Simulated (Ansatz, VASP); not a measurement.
SrO: VASP beside Ansatz

The input INCAR:

```
SYSTEM = SrO
  PREC = Accurate
  ENCUT = 910
  EDIFF = 1E-6
  ISMEAR = -1
  SIGMA = 0.02
  LREAL = .False.
  LASPH = .True.
  NELM = 120
  ALGO = Normal
  ISIF = 2
  LWAVE = .False.
  LCHARG = .False.
  GGA = PE
  NBANDS = 15
  GGA_COMPAT = .False.
```

Contents of KPOINTS:

```
regular mesh
0
Gamma
  8 8 8
  0 0 0
```

POSCAR

```
SrO
1.0
    3.0367740437      0.0000000000      0.0000000000
    0.0000000000      3.0367740437      0.0000000000
    0.0000000000      0.0000000000      3.0367740437
Sr O
1 1
Direct
    0.0000000000      0.0000000000      0.0000000000
    0.5000000000      0.5000000000      0.5000000000
```

Input for Ansatz:

```yaml
crystal:
  lattice:
    - [3.0367740437, 0.0, 0.0]
    - [0.0, 3.0367740437, 0.0]
    - [0.0, 0.0, 3.0367740437]
  atoms:
    - { symbol: Sr, position: [0.0, 0.0, 0.0] }
    - { symbol: O, position: [0.5, 0.5, 0.5] }
kpoints:
  mp_grid: { grid: [8, 8, 8] }
  band_path:
    path:
      - [0.0, 0.0, 0.0]
      - [0.0, 0.5, 0.0]
      - [0.5, 0.5, 0.0]
      - [0.5, 0.5, 0.5]
      - [0.0, 0.5, 0.5]
    npoints: 1
hamiltonian:
  xc: pbe
scf:
  occupations: { method: fermi_dirac, width: 0.02 }
  n_extra_bands: 4
output:
  forces: true
  stress: true
  eigenvalues: true
```

Change from the starting cell: hydrostatic strain -2.1%.

Alike in both runs: task single point; functional PBE; k mesh 8 × 8 × 8; occupations fermi-dirac, width 0.02 eV; no spin polarisation.

|  | VASP | Ansatz |
| --- | --- | --- |
| version | VASP 6.6.1 | Ansatz 0.2.0 |
| potentials or method | VASP PAW PBE potentials, release 64 (Sr_sv, O_h) | plane waves, PAW |
| plane-wave cutoff (eV) | 910 | 420 |
| valence electrons in the cell | 16 | 16 |

|  | VASP | Ansatz | Ansatz less VASP |
| --- | --- | --- | --- |
| gap on the k mesh at the Fermi level (eV) | 2.73 | 2.80 | +0.062 |

Noted on VASP's run: the cutoff is short for stress, so the pressure is rough.
